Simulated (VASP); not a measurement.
# Si4C5 in VASP: further runs

Runs on Si4C5. Level: PBE. Tasks: single point.

All numbers are computed with VASP 6.6.1; they aren't measurements. Logs are shortened: lines on timing, memory, paths and dates and some standing lists are left out, and cuts for length are marked.

## (1) The cell of the first run

The cell holds a slab with vacuum, 9 atoms: a = 3.092 Å, b = 3.092 Å, c = 25.234 Å, α = 90.00°, β = 90.00°, γ = 120.00°.

## (2) Single point, PBE, collinear spin

The input, INCAR:

```
PREC = Accurate ; ENCUT = 640
EDIFF = 1E-6 ; ISMEAR = 0
SIGMA = 0.05 ; LREAL = False
LASPH = True ; NELM = 300
ALGO = Normal ; ISIF = 2
LWAVE = False ; LCHARG = False
ISPIN = 2 ; MAGMOM = 0 0 0 0 2 0 0 0 0
LORBIT = 11 ; LDIPOL = True
IDIPOL = 3 ; DIPOL = 0.5 0.5 0.356
GGA = PE ; NBANDS = 32
GGA_COMPAT = False ; NELMDL = -8
AMIX = 0.1 ; BMIX = 1E-4
AMIX_MAG = 0.4 ; BMIX_MAG = 1E-4
KPAR = 4
```

The input, KPOINTS:

```
Automatic mesh
0
Gamma
  9 9 1
```

The input, POSCAR:

```
Si4C5
1.0
    3.0920147208      0.0000000000      0.0000000000
   -1.5460073604      2.6777632971      0.0000000000
    0.0000000000      0.0000000000     25.2337106667
C Si
5 4
Direct
    0.3333333333      0.6666666667      0.1585181051
    0.6666666667      0.3333333333      0.2590546646
    0.3333333333      0.6666666667      0.3607902149
    0.6666666667      0.3333333333      0.4623551549
    0.3333333333      0.6666666667      0.6286713388
    0.6666666667      0.3333333333      0.1834768895
    0.3333333333      0.6666666667      0.2840134490
    0.6666666667      0.3333333333      0.3842867907
    0.3333333333      0.6666666667      0.4848161584
```

Potentials or basis: VASP PAW PBE potentials, release 64 (C, Si).

On the command line:

```bash
$ cat potpaw_PBE.64/C/POTCAR potpaw_PBE.64/Si/POTCAR > POTCAR
$ mpirun -np 4 vasp_std > vasp.out
```

OUTCAR:

```text
PREC = Accurate
   ENCUT = 640
   EDIFF = 1E-6
   ISMEAR = 0
   LREAL = False
   LASPH = True
   NELM = 300
   ISIF = 2
   ISPIN = 2
   LORBIT = 11
   GGA = PE
   NELMDL = -8
   AMIX = 0.1
   AMIX_MAG = 0.4

 ion  position               nearest neighbor table
   1  0.333  0.667  0.159-   6 1.89   6 1.89   6 1.89
   2  0.667  0.333  0.259-   7 1.89   7 1.89   7 1.89   6 1.91
   3  0.333  0.667  0.361-   8 1.88   8 1.88   8 1.88   7 1.94
   4  0.667  0.333  0.462-   9 1.87   9 1.87   9 1.87   8 1.97
   5  0.333  0.667  0.629-
   6  0.667  0.333  0.183-   1 1.89   1 1.89   1 1.89   2 1.91   7 3.10   7 3.10   7 3.10
   7  0.333  0.667  0.284-   2 1.89   2 1.89   2 1.89   3 1.94   8 3.10   8 3.10   8 3.10   6 3.10
                             6 3.10   6 3.10
   8  0.667  0.333  0.384-   3 1.88   3 1.88   3 1.88   4 1.97   7 3.10   7 3.10   7 3.10   9 3.10
                             9 3.10   9 3.10
   9  0.333  0.667  0.485-   4 1.87   4 1.87   4 1.87   8 3.10   8 3.10   8 3.10

  LATTYP: Found a hexagonal cell.
 ALAT       =     3.0920147208
 C/A-ratio  =     8.1609283736

  Lattice vectors:

 A1 = (   3.0920147208,   0.0000000000,   0.0000000000)
 A2 = (  -1.5460073604,   2.6777632971,   0.0000000000)
 A3 = (   0.0000000000,   0.0000000000,  25.2337106667)

Analysis of symmetry for initial positions (statically):
=====================================================================
 Subroutine PRICEL returns:
 Original cell was already a primitive cell.

 Routine SETGRP: Setting up the symmetry group for a
 hexagonal supercell.

 Subroutine GETGRP returns: Found  6 space group operations
 (whereof  6 operations were pure point group operations)
 out of a pool of 24 trial point group operations.

The static configuration has the point symmetry C_3v.

Analysis of symmetry for dynamics (positions and initial velocities):
=====================================================================
 Subroutine PRICEL returns:
 Original cell was already a primitive cell.

 Routine SETGRP: Setting up the symmetry group for a
 hexagonal supercell.

 Subroutine GETGRP returns: Found  6 space group operations
 (whereof  6 operations were pure point group operations)
 out of a pool of 24 trial point group operations.

The dynamic configuration has the point symmetry C_3v.

Analysis of structural, dynamic, and magnetic symmetry:
=====================================================================
 Subroutine PRICEL returns:
 Original cell was already a primitive cell.

 Routine SETGRP: Setting up the symmetry group for a
 hexagonal supercell.

 Subroutine GETGRP returns: Found  6 space group operations
 (whereof  6 operations were pure point group operations)
 out of a pool of 24 trial point group operations.

The overall configuration has the point symmetry C_3v.

 Subroutine INISYM returns: Found  6 space group operations
 (whereof  6 operations are pure point group operations),
 and found     1 'primitive' translations

----------------------------------------------------------------------------------------

                                     Primitive cell

  volume of cell :     208.9271

  direct lattice vectors                    reciprocal lattice vectors
     3.092014721  0.000000000  0.000000000     0.323413725  0.186723001  0.000000000
    -1.546007360  2.677763297  0.000000000     0.000000000  0.373446003  0.000000000
     0.000000000  0.000000000 25.233710667     0.000000000  0.000000000  0.039629526

  length of vectors
     3.092014721  3.092014721 25.233710667     0.373446003  0.373446003  0.039629526

  position of ions in fractional coordinates (direct lattice)
     0.333333333  0.666666667  0.158518105
     0.666666667  0.333333333  0.259054665
     0.333333333  0.666666667  0.360790215
     0.666666667  0.333333333  0.462355155
     0.333333333  0.666666667  0.628671339
     0.666666667  0.333333333  0.183476889
     0.333333333  0.666666667  0.284013449
     0.666666667  0.333333333  0.384286791
     0.333333333  0.666666667  0.484816158

  ion indices of the primitive-cell ions
   primitive index   ion index
                 1           1
                 2           2
[... 62 lines left out ...]
   LSORBIT =      F    spin-orbit coupling
   LASPH  =      T    aspherical Exc in radial PAW
   ENCUT  =  640.0 eV  47.04 Ry    6.86 a.u.   6.38  6.38 52.05*2*pi/ulx,y,z
   NELM   =    300;   NELMIN=  2; NELMDL= -8     # of ELM steps
   EDIFF  = 0.1E-05   stopping-criterion for ELM
   LREAL  =      F    real-space projection
   EDIFFG = 0.1E-04   stopping-criterion for IOM
   NSW    =      0    number of steps for IOM
   IBRION =     -1    ionic relax: 0-MD 1-quasi-New 2-CG
   NFREE  =      0    steps in history (QN), initial steepest desc. (CG)
   ISIF   =      2    stress and relaxation
   ISYM   =      2    0-nonsym 1-usesym 2-fastsym
   POTIM  = 0.5000    time-step for ionic-motion
   TEBEG  =    0.0;   TEEND  =   0.0 temperature during run
   PSTRESS=    0.0 pullay stress
   NELECT =      36.0000    total number of electrons
   NUPDOWN=      -1.0000    fix difference up-down
   EMIN   =  10.00;   EMAX   =-10.00  energy-range for DOS
   EFERMI =   0.00;   METHOD = LEGACY
   ISMEAR =     0;   SIGMA  =   0.05  broadening in eV -4-tet -1-fermi 0-gaus
   EFERMI_NEDOS =   21; number of points for ismear=-14 and -15
   IALGO  =     38    algorithm
   IMIX   =      4    mixing-type and parameters
     AMIX     =   0.10;   BMIX     =  0.00
     AMIX_MAG =   0.40;   BMIX_MAG =  0.00
  volume/ion in A,a.u.               =      23.21       156.66
  Fermi-wavevector in a.u.,A,eV,Ry     =   0.910984  1.721510 11.291362  0.829892
  Thomas-Fermi vector in A             =   2.035210
   LORBIT       =     11    0 simple, 1 ext, 2 COOP (PROOUT), +10 PAW based schemes
   GGA     = PE    functional components
   LHFCALC =     F    Hartree Fock is set to
   AEXX    =    0.0000 exact exchange contribution
   IVDW    =     0    specifies the selected vdW correction
   LEPSILON=     F    determine dielectric tensor
   LRPA    =     F    only Hartree local field effects (RPA)
 spin polarized calculation
 Gauss-broadening in eV      SIGMA  =   0.05
  energy-cutoff  :      640.00
  volume of cell :      208.93
 maximum number of plane-waves:      7727
 NGX is ok and might be reduce to    28
   NGX = 13   NGY = 13   NGZ =105

 number of electron      36.0000000 magnetization       0.0846991

 dipolmoment           0.000000      0.000000      0.010016 electrons x Angstroem

 number of electron      36.0000000 magnetization      -0.5669454

 dipolmoment           0.000000      0.000000     -0.023644 electrons x Angstroem

 Free energy of the ion-electron system (eV)
  ---------------------------------------------------
  ext. energy  EPLUGINS =         0.00000000
  ---------------------------------------------------
  free energy    TOTEN  =       -58.52019267 eV

  energy without entropy =      -58.50897852  energy(sigma->0) =      -58.51458559

 E-fermi :   0.3054     XC(G=0):  -6.1398

 val. band max:        0.3008727445   @ k =   0.2222   0.1111   0.0000
 cond. band min:       0.3061686358   @ k =   0.2222   0.2222   0.0000
 fundamental gap:      0.0052958912
 Fermi energy:         0.3053515577

 spin component 1

 k-point     1 :       0.0000    0.0000    0.0000
  band No.  band energies     occupation
      1     -16.0436      1.00000
      2     -15.0238      1.00000
      3     -13.9282      1.00000
      4     -12.2137      1.00000
      5      -8.6904      1.00000
      6      -8.3059      1.00000
[... 385 lines left out ...]
     29       8.2507      0.00000
     30       8.8099      0.00000
 Fermi energy:         0.3053515577

 spin component 2

 k-point     1 :       0.0000    0.0000    0.0000
  band No.  band energies     occupation
      1     -16.0654      1.00000
      2     -15.0443      1.00000
      3     -13.9420      1.00000
      4     -12.2134      1.00000
      5      -9.1070      1.00000
      6      -8.3581      1.00000
[... 385 lines left out ...]
     29       8.1582      0.00000
     30       8.7570      0.00000
 [bands above 30 left out]

------------------------ aborting loop because EDIFF is reached ----------------------------------------

 vacuum level on the upper side and lower side of the slab       (xc-potential included)        -0.439         0.156

  FORCE on cell =-STRESS in cart. coord.  units (eV):
  Direction    XX          YY          ZZ          XY          YZ          ZX
  --------------------------------------------------------------------------------------
  -------------------------------------------------------------------------------------
  Total       -2.8648522     -2.8648522     -4.2010723      0.0000000      0.0000000      0.0000000
  in kB      -21.9693870    -21.9693870    -32.2163163      0.0000000      0.0000000      0.0000000
  external PRESSURE =     -25.3850301 kB  Pullay stress =       0.0000000 kB

 VOLUME and BASIS-vectors are now :
 -----------------------------------------------------------------------------
  energy-cutoff  :      640.00
  volume of cell :      208.93
      direct lattice vectors                 reciprocal lattice vectors
     3.092014721  0.000000000  0.000000000     0.323413725  0.186723001  0.000000000
    -1.546007360  2.677763297  0.000000000     0.000000000  0.373446003  0.000000000
     0.000000000  0.000000000 25.233710667     0.000000000  0.000000000  0.039629526

 POSITION                                       TOTAL-FORCE (eV/Angst)
 -----------------------------------------------------------------------------------
     -0.00000      1.78518      4.00000         0.000000      0.000000      2.354503
      1.54601      0.89259      6.53691        -0.000000      0.000000      1.163873
     -0.00000      1.78518      9.10408         0.000000     -0.000000     -0.008848
      1.54601      0.89259     11.66694         0.000000     -0.000000     -0.062500
     -0.00000      1.78518     15.86371        -0.000000     -0.000000     -0.796287
      1.54601      0.89259      4.62980        -0.000000      0.000000     -2.868216
     -0.00000      1.78518      7.16671         0.000000      0.000000     -0.636343
      1.54601      0.89259      9.69698        -0.000000      0.000000      0.113724
     -0.00000      1.78518     12.23371        -0.000000     -0.000000      0.740095
 -----------------------------------------------------------------------------------
    total drift:                                0.000000     -0.000000      0.001415

  FREE ENERGIE OF THE ION-ELECTRON SYSTEM (eV)
  ---------------------------------------------------
  free  energy   TOTEN  =       -58.5201926651 eV

  energy  without entropy=      -58.5089785201  energy(sigma->0) =      -58.51458559

 vacuum level on the upper side and lower side of the slab         6.268         6.894

 total charge

# of ion       s       p       d       tot
------------------------------------------
    1        0.871   1.515   0.000   2.386
    2        0.846   1.680   0.000   2.526
    3        0.839   1.692   0.000   2.530
    4        0.844   1.666   0.000   2.510
    5        1.068   0.850   0.000   1.918
    6        0.708   0.950   0.000   1.658
    7        0.705   0.944   0.000   1.649
    8        0.712   0.940   0.000   1.652
    9        0.743   0.888   0.000   1.632
--------------------------------------------------
tot          7.337  11.124   0.000  18.461

 magnetization (x)

# of ion       s       p       d       tot
------------------------------------------
    1        0.001   0.003   0.000   0.004
    2        0.000  -0.004   0.000  -0.004
    3       -0.001  -0.003   0.000  -0.004
    4       -0.000  -0.008   0.000  -0.008
    5       -0.009  -0.169   0.000  -0.177
    6        0.000  -0.000   0.000   0.000
    7       -0.000  -0.000   0.000  -0.000
    8        0.000  -0.001   0.000  -0.001
    9       -0.017  -0.056   0.000  -0.073
--------------------------------------------------
tot         -0.026  -0.239   0.000  -0.265
```

Run time: 12 min. Hardware: 4 MPI ranks of Intel Xeon Platinum 8375C at 2.90GHz (Ice Lake), shared host; peak memory 0.67 GiB.

Results:

* Free energy: -58.5202 eV
* Largest force: 2.868 eV/Å
* Net moment: -0.57 μB per cell
* Site moments: C +0.00, -0.00, -0.01, -0.18 (each value once); Si +0.00, -0.00, -0.07 (each value once) μB
* Valence electrons inside the program's atomic spheres: C 2.39, 2.53, 2.51, 1.92 (each value once); Si 1.66, 1.65, 1.63 (each value once)

Forces on the atoms (eV/Å):
```
C    0.000  0.000  2.355
C    0.000  0.000  1.164
C    0.000  0.000 -0.009
C    0.000  0.000 -0.062
C    0.000  0.000 -0.796
Si   0.000  0.000 -2.868
Si   0.000  0.000 -0.636
Si   0.000  0.000  0.114
Si   0.000  0.000  0.740
```

Caveat: a moment this small can come from the mesh or the smearing.

## (3) Single point, PBE, collinear spin

The input, INCAR:

```
ALGO = Normal
DIPOL = 0.5 0.5 0.343
EDIFF = 1E-6
ENCUT = 520
GGA = PE
IDIPOL = 3
ISIF = 2
ISMEAR = 0
ISPIN = 2
LASPH = True
LCHARG = True
LDIPOL = True
LELF = True
LORBIT = 11
LREAL = False
LVACPOTAV = True
LVHAR = True
LWAVE = False
MAGMOM = 0 0 0 0 2 0 0 0 0
NBANDS = 32
NELM = 150
PREC = Accurate
SIGMA = 0.05
```

The input, KPOINTS:

```
k-points
0
Gamma
  9 9 1
```

POSCAR, as its differences from that of step 2:

```diff
@@ -12,3 +12,3 @@
     0.6666666667      0.3333333333      0.4623551549
-    0.3333333333      0.6666666667      0.6286713388
+    0.6666666667      0.3333333333      0.5081975789
     0.6666666667      0.3333333333      0.1834768895
```

Potentials or basis: VASP PAW PBE potentials, release 64 (C, Si).

On the command line:

```bash
$ cat potpaw_PBE.64/C/POTCAR potpaw_PBE.64/Si/POTCAR > POTCAR
$ mpirun -np 1 vasp_std > vasp.out
```

It took 23 min on 1 thread of Intel Xeon Platinum 8259CL at 2.50GHz (Skylake/Cascade Lake), shared host; peak memory 0.46 GiB.

It converged, with:

| Quantity | Value |
| --- | --- |
| Free energy | -58.0458 eV |
| Largest force | 26.005 eV/Å |
| Band gap on the k mesh | zero (filled and empty bands overlap) |
| Net moment | 0.00 μB per cell |
| Valence electrons inside the program's atomic spheres | C 2.39, 2.52, 2.53, 2.91, 2.85; Si 1.66, 1.65, 1.62, 1.67 |

Forces in eV/Å, atoms in the order of the input:
```
C     0.000   0.000   2.363
C     0.000   0.000   1.402
C     0.000   0.000   0.443
C     0.000   0.000 -26.005
C     0.000   0.000  23.165
Si    0.000   0.000  -2.953
Si    0.000   0.000  -0.961
Si    0.000   0.000  -0.411
Si    0.000   0.000   2.958
```

Levels at points of the mesh, in eV from the Fermi level:
Spin up:
| k point | band 15 | band 16 | band 17 | band 18 | band 19 | band 20 | band 21 | band 22 |
| --- | --- | --- | --- | --- | --- | --- | --- | --- |
| (0.00, 0.00, 0.00) | -0.59 | 0.10 | 0.20 | 0.20 | 2.07 | 2.07 | 3.04 | 3.04 |
Spin down:
| k point | band 16 | band 17 | band 18 | band 19 | band 20 | band 21 |
| --- | --- | --- | --- | --- | --- | --- |
| (0.00, 0.00, 0.00) | 0.10 | 0.20 | 0.20 | 2.07 | 2.07 | 3.04 |

(Continued in part 2 of 2.)

The gap in the log of VASP goes by the Fermi energy; the results here count the filled bands.